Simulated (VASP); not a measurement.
# Ni3Ge (Pm-3m) in VASP: notebook

Runs on Ni3Ge. Level: PBEsol. Tasks: single point, relaxation of cell and atoms.

All numbers are computed with VASP 6.6.1; they aren't measurements. Logs are shortened: lines on timing, memory, paths and dates and some standing lists are left out, and cuts for length are marked.

## 1. The cell of the first run

The structure is cubic, space group Pm-3m (No. 221). The conventional cell has a = 3.525 Å, b = 3.525 Å, c = 3.525 Å, α = 90.00°, β = 90.00°, γ = 90.00°. Ni (site symmetry 4/mmm) has 8 Ni at 2.49 Å and 4 Ge at 2.49 Å within 3.3 Å. Ge (site symmetry m-3m) has 12 Ni at 2.49 Å within 3.3 Å.

## 2. Single point, PBEsol

The input, INCAR:

```
SYSTEM = Ni3Ge
PREC = Accurate
ENCUT = 520
EDIFF = 1E-6
ISMEAR = 0
SIGMA = 0.1
LREAL = .FALSE.
LASPH = .TRUE.
NELM = 80
ALGO = Normal
ISIF = 2
LWAVE = .FALSE.
LCHARG = .FALSE.
GGA = PS
NBANDS = 30
```

The input, KPOINTS:

```
regular mesh
0
G
  12 12 12
  0 0 0
```

The input, POSCAR:

```
Ni3Ge
1.0
    3.5249142643      0.0000000000      0.0000000000
    0.0000000000      3.5249142643      0.0000000000
    0.0000000000      0.0000000000      3.5249142643
Ni Ge
3 1
Direct
    0.5000000000      0.0000000000      0.5000000000
    0.0000000000      0.5000000000      0.5000000000
    0.5000000000      0.5000000000      0.0000000000
    0.0000000000      0.0000000000      0.0000000000
```

Potentials or basis: VASP PAW PBE potentials, release 64 (Ni, Ge_d).

Run with:

```sh
cat potpaw_PBE.64/Ni/POTCAR potpaw_PBE.64/Ge_d/POTCAR > POTCAR
mpirun -np 1 vasp_std > vasp.out
```

OUTCAR:

```text
SYSTEM = Ni3Ge
   PREC = Accurate
   ENCUT = 520
   EDIFF = 1E-6
   ISMEAR = 0
   LREAL = .FALSE.
   LASPH = .TRUE.
   NELM = 80
   ISIF = 2
   GGA = PS

 ion  position               nearest neighbor table
   1  0.500  0.000  0.500-   2 2.49   3 2.49   4 2.49   3 2.49   4 2.49   2 2.49   3 2.49   3 2.49
                             2 2.49   4 2.49   4 2.49   2 2.49
   2  0.000  0.500  0.500-   1 2.49   3 2.49   4 2.49   3 2.49   4 2.49   1 2.49   4 2.49   4 2.49
                             1 2.49   3 2.49   3 2.49   1 2.49
   3  0.500  0.500  0.000-   1 2.49   2 2.49   4 2.49   1 2.49   2 2.49   1 2.49   4 2.49   1 2.49
                             2 2.49   4 2.49   2 2.49   4 2.49
   4  0.000  0.000  0.000-   1 2.49   2 2.49   3 2.49   1 2.49   2 2.49   2 2.49   3 2.49   2 2.49
                             1 2.49   3 2.49   1 2.49   3 2.49

  LATTYP: Found a simple cubic cell.
 ALAT       =     3.5249142643

  Lattice vectors:

 A1 = (   3.5249142643,   0.0000000000,   0.0000000000)
 A2 = (   0.0000000000,   3.5249142643,   0.0000000000)
 A3 = (   0.0000000000,   0.0000000000,   3.5249142643)

Analysis of symmetry for initial positions (statically):
=====================================================================
 Subroutine PRICEL returns:
 Original cell was already a primitive cell.

 Routine SETGRP: Setting up the symmetry group for a
 simple cubic supercell.

 Subroutine GETGRP returns: Found 48 space group operations
 (whereof 48 operations were pure point group operations)
 out of a pool of 48 trial point group operations.

The static configuration has the point symmetry O_h .

Analysis of symmetry for dynamics (positions and initial velocities):
=====================================================================
 Subroutine PRICEL returns:
 Original cell was already a primitive cell.

 Routine SETGRP: Setting up the symmetry group for a
 simple cubic supercell.

 Subroutine GETGRP returns: Found 48 space group operations
 (whereof 48 operations were pure point group operations)
 out of a pool of 48 trial point group operations.

The dynamic configuration has the point symmetry O_h .

 Subroutine INISYM returns: Found 48 space group operations
 (whereof 48 operations are pure point group operations),
 and found     1 'primitive' translations

----------------------------------------------------------------------------------------

                                     Primitive cell

  volume of cell :      43.7971

  direct lattice vectors                    reciprocal lattice vectors
     3.524914264  0.000000000  0.000000000     0.283694843  0.000000000  0.000000000
     0.000000000  3.524914264  0.000000000     0.000000000  0.283694843  0.000000000
     0.000000000  0.000000000  3.524914264     0.000000000  0.000000000  0.283694843

  length of vectors
     3.524914264  3.524914264  3.524914264     0.283694843  0.283694843  0.283694843

  position of ions in fractional coordinates (direct lattice)
     0.500000000  0.000000000  0.500000000
     0.000000000  0.500000000  0.500000000
     0.500000000  0.500000000  0.000000000
     0.000000000  0.000000000  0.000000000

  ion indices of the primitive-cell ions
   primitive index   ion index
                 1           1
                 2           2
                 3           3
                 4           4

----------------------------------------------------------------------------------------

 KPOINTS: regular mesh

Automatic generation of k-mesh.
 Grid dimensions read from file:
 generate k-points for:   12   12   12

 Generating k-lattice:

  Cartesian coordinates                     Fractional coordinates (reciprocal lattice)
     0.023641237  0.000000000  0.000000000     0.083333333  0.000000000  0.000000000
     0.000000000  0.023641237  0.000000000     0.000000000  0.083333333  0.000000000
     0.000000000  0.000000000  0.023641237     0.000000000  0.000000000  0.083333333

  Length of vectors
     0.023641237  0.023641237  0.023641237

  Shift w.r.t. Gamma in fractional coordinates (k-lattice)
     0.000000000  0.000000000  0.000000000

 Subroutine IBZKPT returns following result:
 ===========================================

 Found     84 irreducible k-points:

 Following reciprocal coordinates:
            Coordinates               Weight
  0.000000  0.000000  0.000000      1.000000
  0.083333  0.000000  0.000000      6.000000
  0.166667  0.000000  0.000000      6.000000
  0.250000  0.000000  0.000000      6.000000
  0.333333  0.000000  0.000000      6.000000
  0.416667  0.000000  0.000000      6.000000
[... 16 lines left out ...]
  0.333333  0.333333  0.000000     12.000000
  0.416667  0.333333  0.000000     24.000000
 [... further k-points ...]
   k-points           NKPTS =     84   k-points in BZ     NKDIM =     84   number of bands    NBANDS=     30
   number of dos      NEDOS =    301   number of ions     NIONS =      4
   total plane-waves  NPLWV =  21952
   dimension x,y,z NGX =    28 NGY =   28 NGZ =   28
   dimension x,y,z NGXF=    56 NGYF=   56 NGZF=   56
   ions per type =               3   1
   NGX,Y,Z   is equivalent  to a cutoff of  13.21, 13.21, 13.21 a.u.
   NGXF,Y,Z  is equivalent  to a cutoff of  26.41, 26.41, 26.41 a.u.
 SYSTEM =  Ni3Ge
   PREC   = accura    normal or accurate (medium, high low for compatibility)
   ISTART =      0    job   : 0-new  1-cont  2-samecut
   ICHARG =      2    charge: 1-file 2-atom 10-const
   ISPIN  =      1    spin polarized calculation?
   LNONCOLLINEAR =      F non collinear calculations
   LSORBIT =      F    spin-orbit coupling
   LASPH  =      T    aspherical Exc in radial PAW
   ENCUT  =  520.0 eV  38.22 Ry    6.18 a.u.   6.55  6.55  6.55*2*pi/ulx,y,z
   NELM   =     80;   NELMIN=  2; NELMDL= -5     # of ELM steps
   EDIFF  = 0.1E-05   stopping-criterion for ELM
   LREAL  =      F    real-space projection
   EDIFFG = 0.1E-04   stopping-criterion for IOM
   NSW    =      0    number of steps for IOM
   IBRION =     -1    ionic relax: 0-MD 1-quasi-New 2-CG
   NFREE  =      0    steps in history (QN), initial steepest desc. (CG)
   ISIF   =      2    stress and relaxation
   ISYM   =      2    0-nonsym 1-usesym 2-fastsym
   POTIM  = 0.5000    time-step for ionic-motion
   TEBEG  =    0.0;   TEEND  =   0.0 temperature during run
   PSTRESS=    0.0 pullay stress
   NELECT =      44.0000    total number of electrons
   NUPDOWN=      -1.0000    fix difference up-down
   EMIN   =  10.00;   EMAX   =-10.00  energy-range for DOS
   EFERMI =   0.00;   METHOD = LEGACY
   ISMEAR =     0;   SIGMA  =   0.10  broadening in eV -4-tet -1-fermi 0-gaus
   EFERMI_NEDOS =   21; number of points for ismear=-14 and -15
   IALGO  =     38    algorithm
   IMIX   =      4    mixing-type and parameters
     AMIX     =   0.40;   BMIX     =  1.00
     AMIX_MAG =   1.60;   BMIX_MAG =  1.00
  volume/ion in A,a.u.               =      10.95        73.89
  Fermi-wavevector in a.u.,A,eV,Ry     =   1.639622  3.098437 36.577378  2.688361
  Thomas-Fermi vector in A             =   2.730397
   LORBIT       =      0    0 simple, 1 ext, 2 COOP (PROOUT), +10 PAW based schemes
   GGA     = PS    functional components
   LHFCALC =     F    Hartree Fock is set to
   AEXX    =    0.0000 exact exchange contribution
   IVDW    =     0    specifies the selected vdW correction
   LEPSILON=     F    determine dielectric tensor
   LRPA    =     F    only Hartree local field effects (RPA)
 non-spin polarized calculation
 Gauss-broadening in eV      SIGMA  =   0.10
  energy-cutoff  :      520.00
  volume of cell :       43.80
 maximum number of plane-waves:      1208
 NGX is ok and might be reduce to    28
   NGX = 13   NGY = 13   NGZ = 13

 number of electron      43.9999970 magnetization

 Free energy of the ion-electron system (eV)
  ---------------------------------------------------
  ext. energy  EPLUGINS =         0.00000000
  ---------------------------------------------------
  free energy    TOTEN  =       -24.74488962 eV

  energy without entropy =      -24.73473401  energy(sigma->0) =      -24.73981182

 E-fermi :  10.2625     XC(G=0): -13.6776

 val. band max:       10.2504540576   @ k =   0.0833   0.0833   0.0000
 cond. band min:      10.2843156770   @ k =   0.4167   0.4167   0.3333
 fundamental gap:      0.0338616195
 Fermi energy:        10.2624776977

 k-point     1 :       0.0000    0.0000    0.0000
  band No.  band energies     occupation
      1     -14.3248      2.00000
      2     -14.3248      2.00000
      3     -14.3098      2.00000
      4     -14.3098      2.00000
      5     -14.3098      2.00000
      6      -2.3324      2.00000
[... 22 lines left out ...]
     29      20.8315      0.00000
     30      20.8315      0.00000

 k-point     2 :       0.0833    0.0000    0.0000
  band No.  band energies     occupation
      1     -14.3245      2.00000
      2     -14.3230      2.00000
      3     -14.3099      2.00000
      4     -14.3099      2.00000
      5     -14.3097      2.00000
      6      -2.2533      2.00000
[... 22 lines left out ...]
     29      20.6560      0.00000
     30      20.6560      0.00000

 k-point     3 :       0.1667    0.0000    0.0000
  band No.  band energies     occupation
      1     -14.3237      2.00000
      2     -14.3180      2.00000
      3     -14.3099      2.00000
      4     -14.3099      2.00000
      5     -14.3095      2.00000
      6      -2.0197      2.00000
[... 22 lines left out ...]
     29      19.9759      0.00000
     30      20.1280      0.00000

 k-point     4 :       0.2500    0.0000    0.0000
  band No.  band energies     occupation
      1     -14.3225      2.00000
      2     -14.3112      2.00000
      3     -14.3101      2.00000
      4     -14.3101      2.00000
      5     -14.3092      2.00000
      6      -1.6458      2.00000
[... 22 lines left out ...]
     29      18.8822      0.00000
     30      20.7300      0.00000

 k-point     5 :       0.3333    0.0000    0.0000
  band No.  band energies     occupation
      1     -14.3214      2.00000
      2     -14.3102      2.00000
      3     -14.3102      2.00000
      4     -14.3089      2.00000
      5     -14.3043      2.00000
      6      -1.1676      2.00000
[... 22 lines left out ...]
     29      18.3278      0.00000
     30      21.1380      0.00000
[... 526 lines left out ...]
     29      20.6761      0.00000
     30      21.2371      0.00000

 k-point    22 :       0.5000    0.2500    0.0000
  band No.  band energies     occupation
      1     -14.3168      2.00000
      2     -14.3126      2.00000
      3     -14.3101      2.00000
      4     -14.3091      2.00000
      5     -14.2914      2.00000
      6       0.0835      2.00000
[... 22 lines left out ...]
     29      20.8000      0.00000
     30      21.5195      0.00000

 k-point    23 :       0.3333    0.3333    0.0000
  band No.  band energies     occupation
      1     -14.3178      2.00000
      2     -14.3114      2.00000
      3     -14.3098      2.00000
      4     -14.3095      2.00000
      5     -14.2927      2.00000
      6      -0.1470      2.00000
[... 22 lines left out ...]
     29      20.4252      0.00000
     30      20.8503      0.00000

 k-point    24 :       0.4167    0.3333    0.0000
  band No.  band energies     occupation
      1     -14.3194      2.00000
      2     -14.3104      2.00000
      3     -14.3099      2.00000
      4     -14.3095      2.00000
      5     -14.2886      2.00000
      6       0.2499      2.00000
[... 22 lines left out ...]
     29      20.1642      0.00000
     30      21.2177      0.00000

 [... further k-points ...]

------------------------ aborting loop because EDIFF is reached ----------------------------------------

  FORCE on cell =-STRESS in cart. coord.  units (eV):
  Direction    XX          YY          ZZ          XY          YZ          ZX
  --------------------------------------------------------------------------------------
  -------------------------------------------------------------------------------------
  Total        0.1014741      0.1014741      0.1014741     -0.0000000      0.0000000     -0.0000000
  in kB        3.7121029      3.7121029      3.7121029     -0.0000000      0.0000000     -0.0000000
  external PRESSURE =       3.7121029 kB  Pullay stress =       0.0000000 kB

 VOLUME and BASIS-vectors are now :
 -----------------------------------------------------------------------------
  energy-cutoff  :      520.00
  volume of cell :       43.80
      direct lattice vectors                 reciprocal lattice vectors
     3.524914264  0.000000000  0.000000000     0.283694843  0.000000000  0.000000000
     0.000000000  3.524914264  0.000000000     0.000000000  0.283694843  0.000000000
     0.000000000  0.000000000  3.524914264     0.000000000  0.000000000  0.283694843

 POSITION                                       TOTAL-FORCE (eV/Angst)
 -----------------------------------------------------------------------------------
      1.76246      0.00000      1.76246         0.000000      0.000000      0.000000
      0.00000      1.76246      1.76246         0.000000      0.000000      0.000000
      1.76246      1.76246      0.00000         0.000000      0.000000      0.000000
      0.00000      0.00000      0.00000         0.000000      0.000000      0.000000
 -----------------------------------------------------------------------------------
    total drift:                                0.000000      0.000000      0.000000

  FREE ENERGIE OF THE ION-ELECTRON SYSTEM (eV)
  ---------------------------------------------------
  free  energy   TOTEN  =       -24.7448896219 eV

  energy  without entropy=      -24.7347340133  energy(sigma->0) =      -24.73981182
```

Wall time 40 s (1 thread of Intel Xeon 6975P-C (Granite Rapids), shared host); peak memory 0.22 GiB.

What came out:

* Free energy: -24.7449 eV
* Pressure: 0.4 GPa
* Band gap on the k mesh: zero (band 22 reaches 10.29 eV, above the bottom of band 23 at 10.06 eV)

Levels at points of the mesh, in eV from the Fermi level:
| k point | band 18 | band 19 | band 20 | band 21 | band 22 | band 23 | band 24 | band 25 | band 26 | band 27 |
| --- | --- | --- | --- | --- | --- | --- | --- | --- | --- | --- |
| (0.00, 0.00, 0.00) | -0.98 | -0.59 | -0.59 | -0.29 | 0.03 | 0.03 | 0.03 | 4.01 | 6.92 | 6.92 |
| (0.50, 0.00, 0.00) | -1.31 | -1.25 | -1.15 | -0.54 | 0.03 | 3.64 | 3.64 | 4.71 | 5.79 | 5.79 |
| (0.50, 0.50, 0.00) | -1.41 | -1.21 | -1.12 | -0.95 | -0.94 | 0.64 | 0.64 | 5.74 | 6.49 | 8.70 |
| (0.50, 0.50, 0.50) | -1.34 | -1.17 | -1.17 | -0.54 | -0.20 | -0.20 | -0.20 | 0.71 | 4.24 | 4.24 |

Caveat: the PAW data sets were made with another functional, which shifts forces and pressure a little. Spin polarisation is off, so any magnetic state and its effect on volume and gap are missing.

(Part 1 of 2 ends here.)
